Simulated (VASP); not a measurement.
**AlN: single point with PBE**

Crystal: AlN.

```
Al N
1.0
     4.40317    0.00000    0.00000
     0.00000   -4.40317    0.00000
     0.00000    0.00000   -4.40317
Al N
4 4
Direct
  0.00000 0.00000 0.00000
  0.50000 0.50000 0.00000
  0.50000 0.00000 0.50000
  0.00000 0.50000 0.50000
  0.75000 0.75000 0.68187
  0.25000 0.25000 0.75000
  0.25000 0.75000 0.25000
  0.75000 0.25000 0.25000
```

This cell differs from its parent crystal: atom 5 (N) moved +0.300 Å along Cartesian [0 0 1].

```
Program             : VASP 6.6.1
Task                : single point
Functional          : PBE
Potentials or basis : VASP PAW PBE potentials, release 64 (Al, N)
Cutoff              : 520 eV
k mesh              : 6 × 6 × 6
Occupations         : gaussian, width 0.05 eV
Spin                : no spin polarisation
```

| Property | Result |
| --- | --- |
| Pressure | 2.6 GPa |
| Largest force | 5.327 eV/Å |
| Band gap on the k mesh | 3.00 eV |

Forces in eV/Å, atoms in the order of the input:
```
Al  -0.229  0.229  0.625
Al   0.229 -0.229  0.625
Al  -1.158 -1.158  1.272
Al   1.158  1.158  1.272
N    0.000  0.000 -5.327
N    0.000  0.000 -0.146
N    0.000  0.000  0.839
N    0.000  0.000  0.839
```

Stress tensor (GPa, compression positive):
```
 4.29  5.19  0.00
 5.19  4.29  0.00
 0.00  0.00 -0.72
```

Levels at points of the mesh, in eV from the valence-band top:
```tsv
k point	band 12	band 13	band 14	band 15	band 16	band 17	band 18	band 19	band 20	band 21
(0.00, 0.00, 0.00)	-1.95	-1.72	-0.38	-0.31	0.00	3.00	3.07	3.27	3.68	7.99
(0.50, 0.00, 0.00)	-2.78	-1.20	-1.19	-1.07	-1.03	5.29	5.36	5.70	5.77	8.94
(0.00, 0.00, 0.50)	-2.69	-1.55	-1.24	-1.11	-0.80	5.40	5.68	5.76	6.01	9.43
(0.50, 0.50, 0.00)	-2.55	-1.07	-0.74	-0.71	-0.43	6.78	6.92	7.40	7.52	8.73
(0.00, 0.50, 0.50)	-2.31	-0.89	-0.75	-0.63	-0.50	6.78	6.88	7.52	7.56	8.42
(0.50, 0.50, 0.50)	-0.70	-0.70	-0.67	-0.59	-0.29	6.36	6.70	6.91	6.94	9.01
```

It took 89 s on 1 thread of Intel(R) Xeon(R) Platinum 8375C CPU @ 2.90GHz (Ice Lake) (shared host), peak memory 0.24 GiB.

Caveat: the cell differs from its parent crystal (atom 5 (N) moved +0.300 Å along Cartesian [0 0 1]); forces of over 1 eV/Å act on the atoms, so gaps and moduli don't describe the material at rest. A k mesh can miss the band edges.
